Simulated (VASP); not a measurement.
# MgH2 (P4_2/mnm) in VASP: a series of runs

Runs on MgH2. Level: LDA. Tasks: vibrations by perturbation theory, elastic constants.

Program: VASP 6.6.1. These are calculated values, not measurements. Logs are shortened: lines on timing, memory, paths and dates and some standing lists are left out, and cuts for length are marked.

## Step 1: The cell of the first run

The structure is tetragonal, space group P4_2/mnm (No. 136). The conventional cell has a = 4.428 Å, b = 4.428 Å, c = 2.973 Å, α = 90.00°, β = 90.00°, γ = 90.00°. Mg (site symmetry mmm) has 6 H at 1.91 to 1.93 Å within 2.5 Å. Within 2.5 Å of H (site symmetry m2m) lie 3 Mg at 1.91 to 1.93 Å and 1 H at 2.45 Å.

## Step 2: Vibrations by perturbation theory, LDA

INCAR reads:

```
SYSTEM = MgH2
PREC = Accurate
ENCUT = 600
EDIFF = 1E-8
ISMEAR = 0
SIGMA = 0.01
LREAL = .False.
LASPH = .True.
NELM = 120
ALGO = Normal
ISIF = 2
LWAVE = .False.
LCHARG = .False.
GGA = CA
NBANDS = 13
IBRION = 8
NSW = 1
LEPSILON = .True.
GGA_COMPAT = .False.
```

KPOINTS reads:

```
regular mesh
0
Gamma
  6 6 8
  0 0 0
```

POSCAR reads:

```
MgH2
1.0
    4.4283876792      0.0000000000      0.0000000000
    0.0000000000      4.4283876792      0.0000000000
    0.0000000000      0.0000000000      2.9732946548
Mg H
2 4
Direct
    0.0000000000      0.0000000000      0.0000000000
    0.5000000000      0.5000000000      0.5000000000
    0.3043313088      0.3043313088      0.0000000000
    0.1956686912      0.8043313088      0.5000000000
    0.6956686912      0.6956686912      0.0000000000
    0.8043313088      0.1956686912      0.5000000000
```

Potentials or basis: VASP PAW LDA potentials, release 64 (Mg, H).

The run is started by

```console
cat potpaw_LDA.64/Mg/POTCAR potpaw_LDA.64/H/POTCAR > POTCAR
mpirun -np 1 vasp_std > vasp.out
```

OUTCAR:

```text
SYSTEM = MgH2
   PREC = Accurate
   ENCUT = 600
   EDIFF = 1E-8
   ISMEAR = 0
   LREAL = .False.
   LASPH = .True.
   NELM = 120
   ISIF = 2
   GGA = CA
   IBRION = 8
   NSW = 1
   LEPSILON = .True.

 ion  position               nearest neighbor table
   1  0.000  0.000  0.000-   3 1.91   5 1.91   4 1.93   6 1.93   4 1.93   6 1.93   2 3.47   2 3.47
                             2 3.47   2 3.47   2 3.47   2 3.47   2 3.47   2 3.47
   2  0.500  0.500  0.500-   4 1.91   6 1.91   5 1.93   3 1.93   3 1.93   5 1.93   1 3.47   1 3.47
                             1 3.47   1 3.47   1 3.47   1 3.47   1 3.47   1 3.47
   3  0.304  0.304  0.000-   1 1.91   2 1.93   2 1.93
   4  0.196  0.804  0.500-   2 1.91   1 1.93   1 1.93
   5  0.696  0.696  0.000-   1 1.91   2 1.93   2 1.93
   6  0.804  0.196  0.500-   2 1.91   1 1.93   1 1.93

  LATTYP: Found a simple tetragonal cell.
 ALAT       =     4.4283876792
 C/A-ratio  =     0.6714169739

  Lattice vectors:

 A1 = (   4.4283876792,   0.0000000000,   0.0000000000)
 A2 = (   0.0000000000,   4.4283876792,   0.0000000000)
 A3 = (   0.0000000000,   0.0000000000,   2.9732946548)

Analysis of symmetry for initial positions (statically):
=====================================================================
 Subroutine PRICEL returns:
 Original cell was already a primitive cell.

 Routine SETGRP: Setting up the symmetry group for a
 simple tetragonal supercell.

 Subroutine GETGRP returns: Found 16 space group operations
 (whereof  8 operations were pure point group operations)
 out of a pool of 16 trial point group operations.

The static configuration has the point symmetry D_2h.
 The point group associated with its full space group is D_4h.

Analysis of symmetry for dynamics (positions and initial velocities):
=====================================================================
 Subroutine PRICEL returns:
 Original cell was already a primitive cell.

 Routine SETGRP: Setting up the symmetry group for a
 simple tetragonal supercell.

 Subroutine GETGRP returns: Found 16 space group operations
 (whereof  8 operations were pure point group operations)
 out of a pool of 16 trial point group operations.

The dynamic configuration has the point symmetry D_2h.
 The point group associated with its full space group is D_4h.

 Subroutine INISYM returns: Found 16 space group operations
 (whereof  8 operations are pure point group operations),
 and found     1 'primitive' translations

----------------------------------------------------------------------------------------

                                     Primitive cell

  volume of cell :      58.3081

  direct lattice vectors                    reciprocal lattice vectors
     4.428387679  0.000000000  0.000000000     0.225815821  0.000000000  0.000000000
     0.000000000  4.428387679  0.000000000     0.000000000  0.225815821  0.000000000
     0.000000000  0.000000000  2.973294655     0.000000000  0.000000000  0.336327245

  length of vectors
     4.428387679  4.428387679  2.973294655     0.225815821  0.225815821  0.336327245

[... 602 lines left out ...]
--------------------------------------- Ionic step       12  -------------------------------------------

 Free energy of the ion-electron system (eV)
  ---------------------------------------------------
  ---------------------------------------------------
  free energy    TOTEN  =        -0.01795863 eV

  energy without entropy =       -0.01795863

------------------------ aborting loop because EDIFF is reached ----------------------------------------

 INTERNAL STRAIN TENSOR  FOR ION    3  DIRECTION 3   (eV/Angst):
 -----------------------------------------------------------------------------
     0.00670  0.00183  1.57419
     0.00183  0.00670  1.57419
     1.57416  1.57416 -0.01453

 MACROSCOPIC STATIC DIELECTRIC TENSOR (including local field effects in DFT)
 ------------------------------------------------------
           4.212384     0.000000     0.000000
           0.000000     4.212384     0.000000
           0.000000     0.000000     4.251019
 ------------------------------------------------------

 PIEZOELECTRIC TENSOR (including local field effects)  for field in x, y, z        (e  Angst)
          XX          YY          ZZ          XY          YZ          ZX
  --------------------------------------------------------------------------------
  x     0.00000     0.00000     0.00000     0.00000     0.00000     0.00000
  y     0.00000     0.00000     0.00000     0.00000     0.00000     0.00000
  z     0.00000     0.00000     0.00000     0.00000     0.00000     0.00000

 PIEZOELECTRIC TENSOR (including local field effects)  for field in x, y, z        (C/m^2)
          XX          YY          ZZ          XY          YZ          ZX
  --------------------------------------------------------------------------------
  x     0.00000     0.00000     0.00000     0.00000     0.00000     0.00000
  y     0.00000     0.00000     0.00000     0.00000     0.00000     0.00000
  z     0.00000     0.00000     0.00000     0.00000     0.00000     0.00000

 BORN EFFECTIVE CHARGES (including local field effects) (in |e|, cummulative output)
 ---------------------------------------------------------------------------------
 ion    1
    1     1.82741     0.11698     0.00000
    2     0.11698     1.82741     0.00000
    3     0.00000     0.00000     1.92418
 ion    2
    1     1.82741    -0.11698     0.00000
    2    -0.11698     1.82741     0.00000
    3     0.00000     0.00000     1.92418
 ion    3
    1    -0.91370    -0.20704     0.00000
    2    -0.20704    -0.91370     0.00000
    3     0.00000     0.00000    -0.96209
 ion    4
    1    -0.91370     0.20704     0.00000
    2     0.20704    -0.91370     0.00000
    3     0.00000     0.00000    -0.96209
 ion    5
    1    -0.91370    -0.20704     0.00000
    2    -0.20704    -0.91370     0.00000
    3     0.00000     0.00000    -0.96209
 ion    6
    1    -0.91370     0.20704     0.00000
    2     0.20704    -0.91370     0.00000
    3     0.00000     0.00000    -0.96209

 INTERNAL STRAIN TENSOR FOR ION    6 for displacements in x,y,z  (eV/Angst):
          X           Y           Z          XY          YZ          ZX
  --------------------------------------------------------------------------------
  x    -0.05670    -0.51884     1.15416     0.67773     0.00000     0.00000
  y     0.51884     0.05670    -1.15416    -0.67774     0.00000     0.00000
  z     0.00000     0.00000     0.00000     0.00000    -1.57416     1.57419

 SECOND DERIVATIVES (NOT SYMMETRIZED)
 ------------------------------------
               1X          1Y          1Z          2X          2Y          2Z          3X          3Y          3Z          4X          4Y          4Z          5X          5Y          5Z          6X          6Y          6Z
  1X    -6.522783   -0.288517    0.000000    2.081249   -0.000869    0.000000    0.960836    1.161928    0.000000    1.259931   -1.017235    0.000000    0.960836    1.161928    0.000000    1.259931   -1.017235    0.000000
  1Y    -0.288517   -6.522783    0.000000   -0.000869    2.081249    0.000000    1.161928    0.960836    0.000000   -1.017235    1.259931    0.000000    1.161928    0.960836    0.000000   -1.017235    1.259931    0.000000
  1Z     0.000000    0.000000   -5.833033    0.000000    0.000000    0.086880    0.000000    0.000000    0.136840    0.000000    0.000000    2.736237    0.000000    0.000000    0.136840    0.000000    0.000000    2.736237
  2X     2.081249    0.000869    0.000000   -6.522783    0.288517    0.000000    1.259931    1.017235    0.000000    0.960836   -1.161928    0.000000    1.259931    1.017235    0.000000    0.960836   -1.161928    0.000000
  2Y     0.000869    2.081249    0.000000    0.288517   -6.522783    0.000000    1.017235    1.259931    0.000000   -1.161928    0.960836    0.000000    1.017235    1.259931    0.000000   -1.161928    0.960836    0.000000
  2Z     0.000000    0.000000    0.086880    0.000000    0.000000   -5.833033    0.000000    0.000000    2.736237    0.000000    0.000000    0.136840    0.000000    0.000000    2.736237    0.000000    0.000000    0.136840
  3X     0.961582    1.161769    0.000000    1.259415    1.018014    0.000000   -3.805006   -2.716444    0.000000    0.083018   -0.019455    0.000000    0.552353    0.536961    0.000000    0.948638    0.019155    0.000000
  3Y     1.161769    0.961582    0.000000    1.018014    1.259415    0.000000   -2.716444   -3.805006    0.000000    0.019155    0.948638    0.000000    0.536961    0.552353    0.000000   -0.019455    0.083018    0.000000
  3Z     0.000000    0.000000    0.136167    0.000000    0.000000    2.737227    0.000000    0.000000   -3.854998    0.000000    0.000000    0.481582    0.000000    0.000000    0.018441    0.000000    0.000000    0.481582
  4X     1.259415   -1.018014    0.000000    0.961582   -1.161769    0.000000    0.083018    0.019455    0.000000   -3.805006    2.716444    0.000000    0.948638   -0.019155    0.000000    0.552353   -0.536961    0.000000
  4Y    -1.018014    1.259415    0.000000   -1.161769    0.961582    0.000000   -0.019155    0.948638    0.000000    2.716444   -3.805006    0.000000    0.019455    0.083018    0.000000   -0.536961    0.552353    0.000000
  4Z     0.000000    0.000000    2.737227    0.000000    0.000000    0.136167    0.000000    0.000000    0.481582    0.000000    0.000000   -3.854998    0.000000    0.000000    0.481582    0.000000    0.000000    0.018441
  5X     0.961582    1.161769    0.000000    1.259415    1.018014    0.000000    0.552353    0.536961    0.000000    0.948638    0.019155    0.000000   -3.805006   -2.716444    0.000000    0.083018   -0.019455    0.000000
  5Y     1.161769    0.961582    0.000000    1.018014    1.259415    0.000000    0.536961    0.552353    0.000000   -0.019455    0.083018    0.000000   -2.716444   -3.805006    0.000000    0.019155    0.948638    0.000000
  5Z     0.000000    0.000000    0.136167    0.000000    0.000000    2.737227    0.000000    0.000000    0.018441    0.000000    0.000000    0.481582    0.000000    0.000000   -3.854998    0.000000    0.000000    0.481582
  6X     1.259415   -1.018014    0.000000    0.961582   -1.161769    0.000000    0.948638   -0.019155    0.000000    0.552353   -0.536961    0.000000    0.083018    0.019455    0.000000   -3.805006    2.716444    0.000000
  6Y    -1.018014    1.259415    0.000000   -1.161769    0.961582    0.000000    0.019455    0.083018    0.000000   -0.536961    0.552353    0.000000   -0.019155    0.948638    0.000000    2.716444   -3.805006    0.000000
  6Z     0.000000    0.000000    2.737227    0.000000    0.000000    0.136167    0.000000    0.000000    0.481582    0.000000    0.000000    0.018441    0.000000    0.000000    0.481582    0.000000    0.000000   -3.854998

 Eigenvectors and eigenvalues of the dynamical matrix
 ----------------------------------------------------

   1 f  =   45.411374 THz   285.328077 2PiTHz 1514.760386 cm-1   187.806268 meV
             X         Y         Z           dx          dy          dz
      0.000000  0.000000  0.000000     0.000000    0.000000   -0.000000
      2.214194  2.214194  1.486647     0.000000    0.000000    0.000000
      1.347697  1.347697  0.000000     0.353553    0.353553   -0.000000
      0.866497  3.561891  1.486647     0.353553   -0.353553    0.000000
      3.080691  3.080691  0.000000    -0.353553   -0.353553   -0.000000
      3.561891  0.866497  1.486647    -0.353553    0.353553    0.000000
[... 145 lines left out ...]
  18 f/i=    0.000469 THz     0.002945 2PiTHz    0.015636 cm-1     0.001939 meV
             X         Y         Z           dx          dy          dz
      0.000000  0.000000  0.000000    -0.677624    0.053097   -0.000000
      2.214194  2.214194  1.486647    -0.677623    0.053077   -0.000000
      1.347697  1.347697  0.000000    -0.137434    0.010760   -0.000000
      0.866497  3.561891  1.486647    -0.137435    0.010774   -0.000000
      3.080691  3.080691  0.000000    -0.137434    0.010760   -0.000000
      3.561891  0.866497  1.486647    -0.137435    0.010774   -0.000000

--------------------------------------------------------------------------------------------------------

 MACROSCOPIC STATIC DIELECTRIC TENSOR IONIC CONTRIBUTION
 ------------------------------------------------------
           7.478190    -0.000000    -0.000000
          -0.000000     7.478190    -0.000000
          -0.000000    -0.000000     3.999138
 ------------------------------------------------------

 ELASTIC MODULI CONTR FROM IONIC RELAXATION (kBar)
 Direction    XX          YY          ZZ          XY          YZ          ZX
 --------------------------------------------------------------------------------
 XX         -61.4488     56.0818     10.7625      0.0000     -0.0000     -0.0000
 YY          56.0818    -61.4488     10.7625     -0.0000      0.0000      0.0000
 ZZ          10.7625     10.7625    -43.1653      0.0000     -0.0000     -0.0000
 XY           0.0000     -0.0000      0.0000    -11.9664      0.0000      0.0000
 YZ          -0.0000      0.0000     -0.0000      0.0000    -70.3140     -0.0000
 ZX          -0.0000      0.0000     -0.0000      0.0000     -0.0000    -70.3165
 --------------------------------------------------------------------------------

 PIEZOELECTRIC TENSOR IONIC CONTR  for field in x, y, z        (C/m^2)
          XX          YY          ZZ          XY          YZ          ZX
  --------------------------------------------------------------------------------
  x    -0.00000     0.00000    -0.00000    -0.00000    -0.00000     0.00000
  y     0.00000    -0.00000     0.00000     0.00000    -0.00000    -0.00000
  z     0.00000    -0.00000    -0.00000     0.00000    -0.00000     0.00000
```

It took 10 min on 1 thread of Oxide Virtual Turin-like, shared host; peak memory 0.47 GiB.

Results:

- Electronic dielectric tensor (diagonal): 4.21, 4.21, 4.25
- Born charges (mean of the diagonal): Mg +1.86; H -0.93 e
- Highest phonon frequency at Γ: 1515 cm⁻¹

Phonon frequencies in cm⁻¹ (negative: imaginary):
| q point | frequencies |
| --- | --- |
| (0.000, 0.000, 0.000) | 0 0 0 184 233 304 304 495 495 739 920 1026 1026 1157 1256 1256 1358 1515 |

Electronic dielectric tensor:
```
4.21 0.00 0.00
0.00 4.21 0.00
0.00 0.00 4.25
```

Born effective charge tensors (e):
atom 1, Mg
```
1.83 0.12 0.00
0.12 1.83 0.00
0.00 0.00 1.92
```
atom 2, Mg
```
 1.83 -0.12  0.00
-0.12  1.83  0.00
 0.00  0.00  1.92
```
atom 3, H
```
-0.91 -0.21  0.00
-0.21 -0.91  0.00
 0.00  0.00 -0.96
```
atom 4, H
```
-0.91  0.21  0.00
 0.21 -0.91  0.00
 0.00  0.00 -0.96
```
atom 5, H
```
-0.91 -0.21  0.00
-0.21 -0.91  0.00
 0.00  0.00 -0.96
```
atom 6, H
```
-0.91  0.21  0.00
 0.21 -0.91  0.00
 0.00  0.00 -0.96
```

## Step 3: Elastic constants, LDA

INCAR reads:

```
PREC     = Accurate       # precision mode
ENCUT    = 600            # plane-wave cutoff, eV
EDIFF    = 1E-8           # SCF threshold, eV
ISMEAR   = 0              # smearing method
SIGMA    = 0.01           # smearing width, eV
LREAL    = F              # projectors in reciprocal space
LASPH    = T              # aspherical terms in the spheres
NELM     = 120            # most SCF steps
ALGO     = Normal         # electronic algorithm
ISIF     = 3              # what is computed and relaxed
LWAVE    = F              # write WAVECAR
LCHARG   = T              # write CHGCAR
NBANDS   = 13             # bands
IBRION   = 6              # ionic algorithm
NFREE    = 2            
POTIM    = 0.015          # step
NSW      = 1              # ionic steps
GGA_COMPAT= F
```

KPOINTS reads:

```
regular mesh
0
Gamma
  6 6 8
```

POSCAR is that of step 2.

Potentials or basis: VASP PAW LDA potentials, release 64 (Mg, H).

The run is started by

```console
cat potpaw_LDA.64/Mg/POTCAR potpaw_LDA.64/H/POTCAR > POTCAR
mpirun -np 1 vasp_std > vasp.out
```

Run time: 13 min. Hardware: 1 thread of Oxide Virtual Turin-like, shared host; peak memory 0.33 GiB.

The run converged. Its results:

* Voigt bulk modulus: 56 GPa
* Highest phonon frequency at Γ: 1515 cm⁻¹

Phonon frequencies in cm⁻¹ (negative: imaginary):
| q point | frequencies |
| --- | --- |
| (0.000, 0.000, 0.000) | 0 0 0 184 234 304 304 495 495 740 920 1027 1027 1157 1256 1256 1359 1515 |

Elastic tensor in Voigt notation (GPa, in the Cartesian axes of the cell as first typed):
```
 73  44  33   0   0   0
 44  73  33   0   0   0
 33  33 140   0   0   0
  0   0   0  38   0   0
  0   0   0   0  38   0
  0   0   0   0   0  56
```

Clamped-ion elastic tensor (GPa):
```
 79  39  32   0   0   0
 39  79  32   0   0   0
 32  32 145   0   0   0
  0   0   0  45   0   0
  0   0   0   0  45   0
  0   0   0   0   0  57
```
